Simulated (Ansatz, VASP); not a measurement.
# Two plane-wave programs on Nb

POSCAR

```
Nb
1.0
    0.0000000000      2.1678750000      2.0621250000
    2.1678750000      0.0000000000      2.0621250000
    2.1678750000      2.1678750000      0.0000000000
Nb
1
Direct
    0.0000000000      0.0000000000      0.0000000000
```

INCAR.step1

```
ALGO     = Normal         # electronic algorithm
EDIFF    = 1E-4           # SCF threshold, eV
ENCUT    = 520            # plane-wave cutoff, eV
GGA      = PE             # functional
ISMEAR   = 0              # smearing method
LASPH    = True           # aspherical terms in the spheres
LCHARG   = False          # write CHGCAR
LREAL    = False          # projectors in reciprocal space
LWAVE    = True           # write WAVECAR
NBANDS   = 12             # bands
NELM     = 80             # most SCF steps
PREC     = Accurate       # precision mode
SIGMA    = 0.15           # smearing width, eV
```

The input INCAR.step2:

```
ALGO     = Normal         # electronic algorithm
EDIFF    = 1E-7           # SCF threshold, eV
ENCUT    = 520            # plane-wave cutoff, eV
ISIF     = 2              # what is computed and relaxed
ISMEAR   = 0              # smearing method
ISTART   = 1            
LASPH    = True           # aspherical terms in the spheres
LCHARG   = False          # write CHGCAR
LMIXTAU  = True         
LREAL    = False          # projectors in reciprocal space
LWAVE    = False          # write WAVECAR
METAGGA  = R2SCAN         # meta-GGA
NBANDS   = 12             # bands
NELM     = 80             # most SCF steps
PREC     = Accurate       # precision mode
SIGMA    = 0.15           # smearing width, eV
```

File KPOINTS:

```
k-points
0
Gamma
  20 20 20
```

Input for Ansatz:

```yaml
crystal:
  lattice:
    - [0.0, 2.167875, 2.062125]
    - [2.167875, 0.0, 2.062125]
    - [2.167875, 2.167875, 0.0]
  atoms:
    - { symbol: Nb, position: [0.0, 0.0, 0.0] }
basis:
  ecutwfc: 500
kpoints:
  mp_grid: { grid: [20, 20, 20] }
hamiltonian:
  xc: r2scan
scf:
  occupations: { method: gaussian, width: 0.15 }
output:
  forces: true
  stress: true
  eigenvalues: true
```

Change from the starting cell: strain +0.025 along x and y, -0.025 along z, atoms carried along.

Alike in both runs: task single point; functional r2SCAN; k mesh 20 × 20 × 20; occupations gaussian, width 0.15 eV; no spin polarisation.

|  | VASP | Ansatz |
| --- | --- | --- |
| version | VASP 6.6.1 | Ansatz 0.2.0 |
| potentials or method | VASP PAW PBE potentials, release 64 (Nb_sv), cutoff 520 eV | scalar-relativistic, plane waves, PAW |
| valence electrons in the cell | 13 | 13 |

VASP gave:

- gap on the k mesh at the Fermi level (eV): none
- pressure (GPa): -6.5
- traceless stress, the component that is largest in VASP (GPa): -7.47

Estimate Ansatz's values.

gap on the k mesh at the Fermi level (eV): none; pressure (GPa): -6.3; traceless stress, the component that is largest in VASP (GPa): -7.51.

VASP's potentials were made for PBE, not for r2SCAN. A gap of «none» marks a metal or a gap that the smearing closes. With one functional, cell and mesh, what is left measures potentials, basis and numerics.
